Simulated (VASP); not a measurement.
# H3C5 in VASP: further runs

Runs on H3C5. Level: PBE. Tasks: single point.

Program: VASP 6.6.1. These are calculated values, not measurements. Logs are shortened: lines on timing, memory, paths and dates and some standing lists are left out, and cuts for length are marked.

## 1. The cell of the first run

The cell holds a slab with vacuum, 32 atoms: a = 5.049 Å, b = 5.049 Å, c = 17.136 Å, α = 90.00°, β = 90.00°, γ = 90.00°.

## 2. Single point, PBE

Input file INCAR:

```
SYSTEM = H3C5
PREC = Accurate ; ENCUT = 520
EDIFF = 1E-7 ; ISMEAR = 0
SIGMA = 0.05 ; LREAL = Auto
LASPH = .TRUE. ; NELM = 80
ALGO = Normal ; ISIF = 2
LWAVE = .FALSE. ; LCHARG = .FALSE.
GGA = PE ; NBANDS = 68
```

Input file KPOINTS:

```
regular mesh
0
G
  2 2 1
  0 0 0
```

Input file POSCAR:

```
H3C5
1.0
    5.0487420000      0.0000000000      0.0000000000
    0.0000000000      5.0487420000      0.0000000000
    0.0000000000      0.0000000000     17.1355610000
H C
12 20
Direct
    0.4277869616      0.0000000000      0.0583581711
    0.0722132365      0.0000000000      0.0583581711
    0.9277869616      0.0000000000      0.0583581711
    0.5722132365      0.0000000000      0.0583581711
    0.4277869616      0.5000000000      0.0583581711
    0.0722132365      0.5000000000      0.0583581711
    0.9277869616      0.5000000000      0.0583581711
    0.5722132365      0.5000000000      0.0583581711
    0.7499390937      0.0039120636      0.3590585100
    0.2500175291      0.4957236872      0.3591017534
    0.7500246596      0.4959203699      0.3590784685
    1.2499896014      1.0037591543      0.3590705317
    0.2500000990      0.0000000000      0.0953981022
    0.7500000990      0.0000000000      0.0953981022
    0.2500000990      0.5000000000      0.0953981022
    0.7500000990      0.5000000000      0.0953981022
    0.2500000990      0.2500000990      0.1474827699
    0.7500000990      0.2500000990      0.1474827699
    0.2500000990      0.7500000990      0.1474827699
    0.7500000990      0.7500000990      0.1474827699
    0.0000071305      0.2499810844      0.1957756154
    0.4999982174      0.2499404802      0.1957750318
    0.0000198069      0.7499610794      0.2036061732
    0.4999803912      0.7499398860      0.2036024966
    0.0000140629      0.0165524402      0.2525042512
    0.5000005942      0.0165116379      0.2525034926
    0.0000025749      0.4833429793      0.2525309209
    0.4999651398      0.4833077230      0.2525225174
    0.2499999010      0.0881025412      0.2998623739
    0.7500084179      0.0882295035      0.2998481345
    0.2499838574      0.4116183794      0.2998755045
    0.7499767269      0.4117451436      0.2998584056
```

Potentials or basis: VASP PAW PBE potentials, release 64 (H, C).

On the command line:

```console
$ cat potpaw_PBE.64/H/POTCAR potpaw_PBE.64/C/POTCAR > POTCAR
$ mpirun -np 1 vasp_std > vasp.out
```

OUTCAR:

```text
SYSTEM = H3C5
   PREC = Accurate
   ENCUT = 520
   EDIFF = 1E-7
   ISMEAR = 0
   LREAL = Auto
   LASPH = .TRUE.
   NELM = 80
   ISIF = 2
   GGA = PE

 ion  position               nearest neighbor table
   1  0.428  0.000  0.058-   4 0.73  13 1.10
   2  0.072  0.000  0.058-   3 0.73  13 1.10
   3  0.928  0.000  0.058-   2 0.73  14 1.10
   4  0.572  0.000  0.058-   1 0.73  14 1.10
   5  0.428  0.500  0.058-   8 0.73  15 1.10
   6  0.072  0.500  0.058-   7 0.73  15 1.10
   7  0.928  0.500  0.058-   6 0.73  16 1.10
   8  0.572  0.500  0.058-   5 0.73  16 1.10
   9  0.750  0.004  0.359-  30 1.10
  10  0.250  0.496  0.359-  31 1.10
  11  0.750  0.496  0.359-  32 1.10
  12  0.250  0.004  0.359-  29 1.10
  13  0.250  0.000  0.095-   2 1.10   1 1.10  19 1.55  17 1.55
  14  0.750  0.000  0.095-   4 1.10   3 1.10  20 1.55  18 1.55
  15  0.250  0.500  0.095-   6 1.10   5 1.10  17 1.55  19 1.55
  16  0.750  0.500  0.095-   8 1.10   7 1.10  18 1.55  20 1.55
  17  0.250  0.250  0.147-  21 1.51  22 1.51  15 1.55  13 1.55
  18  0.750  0.250  0.147-  22 1.51  21 1.51  16 1.55  14 1.55
[... 12 lines left out ...]
  31  0.250  0.412  0.300-  10 1.10  27 1.54  28 1.54  29 1.63
  32  0.750  0.412  0.300-  11 1.10  28 1.54  27 1.54  30 1.63

  LATTYP: Found a simple tetragonal cell.
 ALAT       =     5.0487420000
 C/A-ratio  =     3.3940258781

  Lattice vectors:

 A1 = (   5.0487420000,   0.0000000000,   0.0000000000)
 A2 = (   0.0000000000,   5.0487420000,   0.0000000000)
 A3 = (   0.0000000000,   0.0000000000,  17.1355610000)

Analysis of symmetry for initial positions (statically):
=====================================================================
 Subroutine PRICEL returns:
 Original cell was already a primitive cell.

 Routine SETGRP: Setting up the symmetry group for a
 simple tetragonal supercell.

 Subroutine GETGRP returns: Found  1 space group operations
 (whereof  1 operations were pure point group operations)
 out of a pool of 16 trial point group operations.

The static configuration has the point symmetry C_1 .

Analysis of symmetry for dynamics (positions and initial velocities):
=====================================================================
 Subroutine PRICEL returns:
 Original cell was already a primitive cell.

 Routine SETGRP: Setting up the symmetry group for a
 simple tetragonal supercell.

 Subroutine GETGRP returns: Found  1 space group operations
 (whereof  1 operations were pure point group operations)
 out of a pool of 16 trial point group operations.

The dynamic configuration has the point symmetry C_1 .

 Subroutine INISYM returns: Found  1 space group operations
 (whereof  1 operations are pure point group operations),
 and found     1 'primitive' translations

----------------------------------------------------------------------------------------

                                     Primitive cell

  volume of cell :     436.7820

  direct lattice vectors                    reciprocal lattice vectors
     5.048742000  0.000000000  0.000000000     0.198069143  0.000000000  0.000000000
     0.000000000  5.048742000  0.000000000     0.000000000  0.198069143  0.000000000
     0.000000000  0.000000000 17.135561000     0.000000000  0.000000000  0.058358171

  length of vectors
     5.048742000  5.048742000 17.135561000     0.198069143  0.198069143  0.058358171

  position of ions in fractional coordinates (direct lattice)
     0.427786962  0.000000000  0.058358171
     0.072213236  0.000000000  0.058358171
     0.927786962  0.000000000  0.058358171
     0.572213236  0.000000000  0.058358171
     0.427786962  0.500000000  0.058358171
     0.072213236  0.500000000  0.058358171
[... 24 lines left out ...]
     0.249983857  0.411618379  0.299875505
     0.749976727  0.411745144  0.299858406

  ion indices of the primitive-cell ions
   primitive index   ion index
                 1           1
                 2           2
                 3           3
                 4           4
                 5           5
                 6           6
[... 24 lines left out ...]
                31          31
                32          32

----------------------------------------------------------------------------------------

 KPOINTS: regular mesh

Automatic generation of k-mesh.
 Grid dimensions read from file:
 generate k-points for:    2    2    1

 Generating k-lattice:

  Cartesian coordinates                     Fractional coordinates (reciprocal lattice)
     0.099034571  0.000000000  0.000000000     0.500000000  0.000000000  0.000000000
     0.000000000  0.099034571  0.000000000     0.000000000  0.500000000  0.000000000
     0.000000000  0.000000000  0.058358171     0.000000000  0.000000000  1.000000000

  Length of vectors
     0.099034571  0.099034571  0.058358171

  Shift w.r.t. Gamma in fractional coordinates (k-lattice)
     0.000000000  0.000000000  0.000000000

 Subroutine IBZKPT returns following result:
 ===========================================

 Found      4 irreducible k-points:

 Following reciprocal coordinates:
            Coordinates               Weight
  0.000000  0.000000  0.000000      1.000000
  0.500000  0.000000  0.000000      1.000000
  0.000000  0.500000  0.000000      1.000000
  0.500000  0.500000  0.000000      1.000000
   k-points           NKPTS =      4   k-points in BZ     NKDIM =      4   number of bands    NBANDS=     68
   number of dos      NEDOS =    301   number of ions     NIONS =     32
   total plane-waves  NPLWV = 204800
   dimension x,y,z NGX =    40 NGY =   40 NGZ =  128
   dimension x,y,z NGXF=    80 NGYF=   80 NGZF=  256
   ions per type =              12  20
   NGX,Y,Z   is equivalent  to a cutoff of  13.17, 13.17, 12.42 a.u.
   NGXF,Y,Z  is equivalent  to a cutoff of  26.34, 26.34, 24.84 a.u.
 SYSTEM =  H3C5
   PREC   = accura    normal or accurate (medium, high low for compatibility)
   ISTART =      0    job   : 0-new  1-cont  2-samecut
   ICHARG =      2    charge: 1-file 2-atom 10-const
   ISPIN  =      1    spin polarized calculation?
   LNONCOLLINEAR =      F non collinear calculations
   LSORBIT =      F    spin-orbit coupling
   LASPH  =      T    aspherical Exc in radial PAW
   ENCUT  =  520.0 eV  38.22 Ry    6.18 a.u.   9.39  9.39 31.86*2*pi/ulx,y,z
   NELM   =     80;   NELMIN=  2; NELMDL= -5     # of ELM steps
   EDIFF  = 0.1E-06   stopping-criterion for ELM
   LREAL  =      T    real-space projection
   EDIFFG = 0.1E-05   stopping-criterion for IOM
   NSW    =      0    number of steps for IOM
   IBRION =     -1    ionic relax: 0-MD 1-quasi-New 2-CG
   NFREE  =      0    steps in history (QN), initial steepest desc. (CG)
   ISIF   =      2    stress and relaxation
   ISYM   =      2    0-nonsym 1-usesym 2-fastsym
   POTIM  = 0.5000    time-step for ionic-motion
   TEBEG  =    0.0;   TEEND  =   0.0 temperature during run
   PSTRESS=    0.0 pullay stress
   NELECT =      92.0000    total number of electrons
   NUPDOWN=      -1.0000    fix difference up-down
   EMIN   =  10.00;   EMAX   =-10.00  energy-range for DOS
   EFERMI =   0.00;   METHOD = LEGACY
   ISMEAR =     0;   SIGMA  =   0.05  broadening in eV -4-tet -1-fermi 0-gaus
   EFERMI_NEDOS =   21; number of points for ismear=-14 and -15
   IALGO  =     38    algorithm
   IMIX   =      4    mixing-type and parameters
     AMIX     =   0.40;   BMIX     =  1.00
     AMIX_MAG =   1.60;   BMIX_MAG =  1.00
  volume/ion in A,a.u.               =      13.65        92.11
  Fermi-wavevector in a.u.,A,eV,Ry     =   0.974053  1.840693 12.908923  0.948779
  Thomas-Fermi vector in A             =   2.104482
   LORBIT       =      0    0 simple, 1 ext, 2 COOP (PROOUT), +10 PAW based schemes
   GGA     = PE    functional components
   LHFCALC =     F    Hartree Fock is set to
   AEXX    =    0.0000 exact exchange contribution
   IVDW    =     0    specifies the selected vdW correction
   LEPSILON=     F    determine dielectric tensor
   LRPA    =     F    only Hartree local field effects (RPA)
 non-spin polarized calculation
 Gauss-broadening in eV      SIGMA  =   0.05
  energy-cutoff  :      520.00
  volume of cell :      436.78
 maximum number of plane-waves:     11780
 NGX is ok and might be reduce to    40
   NGX = 19   NGY = 19   NGZ = 63

 number of electron      92.0000005 magnetization

 Free energy of the ion-electron system (eV)
  ---------------------------------------------------
  ext. energy  EPLUGINS =         0.00000000
  ---------------------------------------------------
  free energy    TOTEN  =      -210.27342191 eV

  energy without entropy =     -210.27342191  energy(sigma->0) =     -210.27342191

 E-fermi :   1.2897     XC(G=0):  -5.1120

 val. band max:        1.0304212333   @ k =   0.0000   0.5000   0.0000
 cond. band min:       2.8587090235   @ k =   0.0000   0.0000   0.0000
 fundamental gap:      1.8282877902
 Fermi energy:         1.2897125455

 k-point     1 :       0.0000    0.0000    0.0000
  band No.  band energies     occupation
      1     -20.1044      2.00000
      2     -17.9040      2.00000
      3     -15.8925      2.00000
      4     -15.5394      2.00000
      5     -15.5022      2.00000
      6     -15.4957      2.00000
[... 50 lines left out ...]
     57       6.3858      0.00000
     58       6.6773      0.00000

 k-point     2 :       0.5000    0.0000    0.0000
  band No.  band energies     occupation
      1     -18.9630      2.00000
      2     -18.9628      2.00000
      3     -16.7752      2.00000
      4     -16.7751      2.00000
      5     -14.4449      2.00000
      6     -14.4441      2.00000
[... 50 lines left out ...]
     57       6.6679      0.00000
     58       6.6681      0.00000

 k-point     3 :       0.0000    0.5000    0.0000
  band No.  band energies     occupation
      1     -19.5157      2.00000
      2     -18.3010      2.00000
      3     -17.1797      2.00000
      4     -15.8941      2.00000
      5     -15.3755      2.00000
      6     -14.8572      2.00000
[... 50 lines left out ...]
     57       6.5857      0.00000
     58       6.6988      0.00000

 k-point     4 :       0.5000    0.5000    0.0000
  band No.  band energies     occupation
      1     -18.3840      2.00000
      2     -18.3840      2.00000
      3     -17.1692      2.00000
      4     -17.1686      2.00000
      5     -16.0631      2.00000
      6     -16.0630      2.00000
[... 50 lines left out ...]
     57       6.5464      0.00000
     58       6.5465      0.00000
 [bands above 58 left out]

------------------------ aborting loop because EDIFF is reached ----------------------------------------

  FORCE on cell =-STRESS in cart. coord.  units (eV):
  Direction    XX          YY          ZZ          XY          YZ          ZX
  --------------------------------------------------------------------------------------
  -------------------------------------------------------------------------------------
  Total       72.3505595     -6.2372814     -4.3245880      0.0008877      0.0331363      0.0032503
  in kB      265.3919791    -22.8792213    -15.8631940      0.0032563      0.1215487      0.0119226
  external PRESSURE =      75.5498546 kB  Pullay stress =       0.0000000 kB

 VOLUME and BASIS-vectors are now :
 -----------------------------------------------------------------------------
  energy-cutoff  :      520.00
  volume of cell :      436.78
      direct lattice vectors                 reciprocal lattice vectors
     5.048742000  0.000000000  0.000000000     0.198069143  0.000000000  0.000000000
     0.000000000  5.048742000  0.000000000     0.000000000  0.198069143  0.000000000
     0.000000000  0.000000000 17.135561000     0.000000000  0.000000000  0.058358171

 POSITION                                       TOTAL-FORCE (eV/Angst)
 -----------------------------------------------------------------------------------
      2.15979      0.00000      1.00000        -8.956002     -0.044371      0.076923
      0.36459      0.00000      1.00000         8.956049     -0.044530      0.076799
      4.68416      0.00000      1.00000        -8.955875     -0.044540      0.076883
      2.88896      0.00000      1.00000         8.955927     -0.044394      0.076923
      2.15979      2.52437      1.00000        -8.955984      0.044096      0.076815
      0.36459      2.52437      1.00000         8.956015      0.043931      0.076879
[... 24 lines left out ...]
      1.26210      2.07816      5.13853         0.001542      0.006747      0.004305
      3.78644      2.07879      5.13824         0.001984     -0.002921      0.004652
 -----------------------------------------------------------------------------------
    total drift:                               -0.000457      0.002592     -0.027312

  FREE ENERGIE OF THE ION-ELECTRON SYSTEM (eV)
  ---------------------------------------------------
  free  energy   TOTEN  =      -210.2734219126 eV

  energy  without entropy=     -210.2734219126  energy(sigma->0) =     -210.27342191
```

Wall time 4.6 min (1 thread of Intel Xeon Platinum 8559C (Emerald Rapids), shared host); peak memory 0.49 GiB.

What came out:

```
Free energy            : -210.2734 eV
Largest force          : 8.956 eV/Å
Band gap on the k mesh : 1.83 eV
```

Forces on the atoms (eV/Å):
```
H   -8.956 -0.044  0.077
H    8.956 -0.045  0.077
H   -8.956 -0.045  0.077
H    8.956 -0.044  0.077
H   -8.956  0.044  0.077
H    8.956  0.044  0.077
H   -8.956  0.044  0.077
H    8.956  0.044  0.077
H    0.002 -0.006  0.021
H    0.000  0.012  0.023
H   -0.001  0.010  0.023
H    0.000 -0.006  0.020
C   -0.001 -0.131  0.950
C    0.000 -0.131  0.951
C    0.000  0.131  0.950
C    0.000  0.131  0.950
C    0.000 -0.001 -2.819
C    0.001 -0.002 -2.817
C    0.000 -0.004  0.544
C    0.000 -0.006  0.545
C    0.000 -0.001 -0.009
C   -0.002  0.002 -0.010
C   -0.003  0.001  0.016
C    0.002  0.001  0.016
C   -0.002 -0.031  0.007
C    0.000 -0.027  0.007
C   -0.001  0.034 -0.003
C    0.002  0.037  0.002
C    0.001 -0.001  0.003
C   -0.002 -0.011  0.008
C    0.002  0.007  0.004
C    0.002 -0.003  0.005
```

Caveat: the k points lie up to 0.62 Å⁻¹ apart; there is no dipole correction, which matters where the two faces differ.

## 3. Single point, PBE

Input file INCAR:

```
PREC = Accurate ; ENCUT = 520
EDIFF = 1E-6 ; ISMEAR = 0
SIGMA = 0.05 ; LREAL = Auto
LASPH = True ; NELM = 80
ALGO = Normal ; ISIF = 2
LWAVE = False ; LCHARG = True
GGA = PE ; LELF = True
LVHAR = True ; NBANDS = 68
```

Input file KPOINTS:

```
Automatic mesh
0
Gamma
  1 1 1
```

Input file POSCAR:

```
H3C5
1.0
    5.0487420000      0.0000000000      0.0000000000
    0.0000000000      5.0487420000      0.0000000000
    0.0000000000      0.0000000000     17.1355610000
H C
12 20
Direct
    0.4277867635      0.0000000000      0.0583581711
    0.0722132365      0.0000000000      0.0583581711
    0.9277867635      0.0000000000      0.0583581711
    0.5722132365      0.0000000000      0.0583581711
    0.4277867635      0.5000000000      0.0583581711
    0.0722132365      0.5000000000      0.0583581711
    0.9277867635      0.5000000000      0.0583581711
    0.5722132365      0.5000000000      0.0583581711
    0.7502334245      0.0042323414      0.3591049631
    0.2500807132      0.4961014051      0.3590545416
    0.7501181482      0.4960279214      0.3590986604
    1.2495138393      0.0047869350      0.3591636714
    0.2499999010      0.0000000000      0.0953981022
    0.7499999010      0.0000000000      0.0953981022
    0.2499999010      0.5000000000      0.0953981022
    0.7499999010      0.5000000000      0.0953981022
    0.2499999010      0.2499999010      0.1474828283
    0.7499999010      0.2499999010      0.1474828283
    0.2499999010      0.7499999010      0.1474828283
    0.7499999010      0.7499999010      0.1474828283
   -0.0000021788      0.2500486260      0.1957651109
    0.5000104977      0.2500290171      0.1957839023
   -0.0000013865      0.7500729885      0.2035983532
    0.5000148552      0.7500300075      0.2036047726
    0.0000235702      0.0167073303      0.2525271276
    0.5000182224      0.0166498902      0.2525602167
    0.0000528845      0.4835081690      0.2525106123
    0.5000558555      0.4834701397      0.2525189575
    0.2499878187      0.0884380703      0.2998776054
    0.7500765537      0.0883231902      0.2998717112
    0.2500513989      0.4119037970      0.2998343620
    0.7500725923      0.4118625986      0.2998688517
```

Potentials or basis: VASP PAW PBE potentials, release 64 (H, C).

On the command line:

```console
$ cat potpaw_PBE.64/H/POTCAR potpaw_PBE.64/C/POTCAR > POTCAR
$ mpirun -np 1 vasp_gam > vasp.out
```

Wall time 60 s (1 thread of Intel Xeon 6975P-C (Granite Rapids), shared host); peak memory 0.43 GiB.

Results (log left out):

```yaml
Free_energy: -200.8765 eV
Largest_force: 9.775 eV/Å
Band_gap_on_the_k_mesh: 1.70 eV
```

Forces in eV/Å, atoms in the order of the input:
```
H   -9.774 -0.052  0.111
H    9.774 -0.052  0.112
H   -9.774 -0.052  0.112
H    9.774 -0.052  0.112
H   -9.774  0.053  0.112
H    9.774  0.052  0.112
H   -9.774  0.052  0.112
H    9.774  0.053  0.112
H   -0.002  0.204  0.027
H   -0.001 -0.205  0.028
H   -0.001 -0.205  0.024
H    0.009  0.195  0.023
C    0.002 -0.152  1.480
C    0.000 -0.152  1.479
C    0.001  0.151  1.480
C   -0.001  0.151  1.480
C    0.002  0.001 -2.630
C   -0.001  0.000 -2.630
C    0.001  0.005  0.384
C    0.001  0.007  0.385
C    0.001  0.005 -0.352
C    0.001 -0.001 -0.355
C    0.003  0.000 -0.004
C   -0.001  0.002 -0.002
C    0.000 -0.416 -0.119
C    0.001 -0.414 -0.115
C   -0.004  0.411 -0.115
C    0.000  0.413 -0.116
C   -0.003 -0.857 -0.310
C   -0.005 -0.855 -0.312
C   -0.001  0.854 -0.310
C   -0.002  0.854 -0.314
```

Levels at points of the mesh, in eV from the valence-band top:
```tsv
k point	band 44	band 45	band 46	band 47	band 48	band 49
(0.00, 0.00, 0.00)	-2.26	-0.51	0.00	1.70	2.16	3.37
```

Caveat: the k points lie up to 1.24 Å⁻¹ apart, too coarse for converged energies, forces and pressures; there is no dipole correction, which matters where the two faces differ.

(Part 1 of 2 ends here.)
